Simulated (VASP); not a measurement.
Set up this calculation in VASP 6.6.1, as the native input.

| Item | Value |
| --- | --- |
| Task | single point |
| Functional | PBEsol |
| Potentials or basis | VASP PAW PBE potentials, release 64 (W_sv, C, H) |
| Cutoff | 520 eV |
| k mesh | 4 × 5 × 5, shifted |
| Occupations | gaussian, width 0.1 eV |
| Spin | no spin polarisation |
| Dipole correction | no |
| Further INCAR settings | LREAL = Auto; ALGO = Normal; EDIFF = 1e-06; NBANDS = 86 |

The structure of HW8C8 (a cell with a defect) lies in POSCAR:

```
HW8C8
1.0
    0.0000000000      0.0000000000     -5.6555137123
   -2.8984787826     -5.0203125160      0.0000000000
   -2.8984787825      5.0203125161      0.0000000000
W C H
8 8 1
Direct
    0.4985890130      0.5000003363      0.4999997387
    1.0014108865      0.5000003363      0.4999997387
    0.4983725871      0.4976847566     -0.0011580928
    1.0016274892      0.4976847566     -0.0011580928
    0.4983725871      1.0011582407      0.5023155905
    1.0016274892      1.0011582407      0.5023155905
    0.4983725871      1.0011580813     -0.0011580063
    1.0016273124      1.0011580813     -0.0011580063
    0.2499999243      0.1666671765      0.8333332435
    0.7499999497      0.1666669044      0.8333331706
    0.2499999243      0.1672779965      0.3336385562
    0.7499999497      0.1696617102      0.3348305114
    0.2499999243      0.6663617642      0.8327225231
    0.7499999497      0.6651697362      0.8303385374
    0.2499999243      0.6663617657      0.3336386544
    0.7499999497      0.6651697084      0.3348307116
    0.7499999497      0.8333344706      0.1666693995
```

These files were run (other wordings do the same):

INCAR

```
SYSTEM = HW8C8
PREC = Accurate
ENCUT = 520
EDIFF = 1E-6
ISMEAR = 0
SIGMA = 0.1
LREAL = Auto
LASPH = .TRUE.
NELM = 80
ALGO = Normal
ISIF = 2
LWAVE = .FALSE.
LCHARG = .FALSE.
GGA = PS
NBANDS = 86
```

KPOINTS

```
Automatic mesh
0
Gamma
  4 5 5
  0.5 0 0
```

Potentials or basis: VASP PAW PBE potentials, release 64 (W_sv, C, H).

The run is started by

```console
$ cat potpaw_PBE.64/W_sv/POTCAR potpaw_PBE.64/C/POTCAR potpaw_PBE.64/H/POTCAR > POTCAR
$ mpirun -np 1 vasp_std > vasp.out
```

Results of the run:

The pressure is 4.2 GPa. The largest force is 0.041 eV/Å. The band gap on the k mesh is zero (an odd number of electrons rules out a gap without spin polarisation).

Caveat: the PAW data sets were made with another functional, which shifts forces and pressure a little; spin-orbit coupling is left out, which moves the levels of the heavy elements.

Wall time 2.2 min on 1 thread of Intel(R) Xeon(R) 6975P-C (Granite Rapids) (shared host), peak memory 0.35 GiB.
